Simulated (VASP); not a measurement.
# RbLaSn: single point with PBE

Crystal: RbLaSn.

```xyz
3
Lattice="5.7513 0.0000 0.0000 -2.8756 4.9807 0.0000 0.0000 0.0000 4.2260" Properties=species:S:1:pos:R:3 pbc="T T T"
Rb    0.0000    0.0000    0.0000
La    0.0000    3.3205    2.1130
Sn    2.8756    1.6602    2.1130
```

| Property | Result |
| --- | --- |
| Program | VASP 6.6.1 |
| Task | single point |
| Functional | PBE |
| Potentials or basis | VASP PAW PBE potentials, release 64 (Rb_sv, La, Sn_d) |
| Cutoff | 520 eV |
| k mesh | 6 × 6 × 8 |
| Occupations | gaussian, width 0.01 eV |
| Spin | no spin polarisation |

```yaml
Pressure: 0.0 GPa
Band_gap_on_the_k_mesh: 0.24 eV, direct
```

Levels at points of the mesh, in eV from the valence-band top:
```csv
k point,band 14,band 15,band 16,band 17,band 18,band 19,band 20,band 21
"(0.00, 0.00, 0.00)",-6.81,-1.21,-1.21,-0.80,0.83,1.19,1.19,1.25
"(0.50, 0.00, 0.00)",-6.34,-1.97,-0.49,-0.47,0.83,1.02,1.15,1.21
"(0.00, 0.00, 0.50)",-6.01,-1.60,-1.02,-1.02,0.35,0.35,1.20,1.28
"(0.50, 0.00, 0.50)",-5.83,-1.63,-0.88,-0.08,0.60,0.93,1.21,1.28
```

Run time: 66 s on 1 thread of AMD EPYC 9R45 96-Core Processor (Zen 5), with other jobs on the host, peak memory 0.31 GiB.

Caveat: spin-orbit coupling is left out, which moves the levels of the heavy elements. A k mesh can miss the band edges.
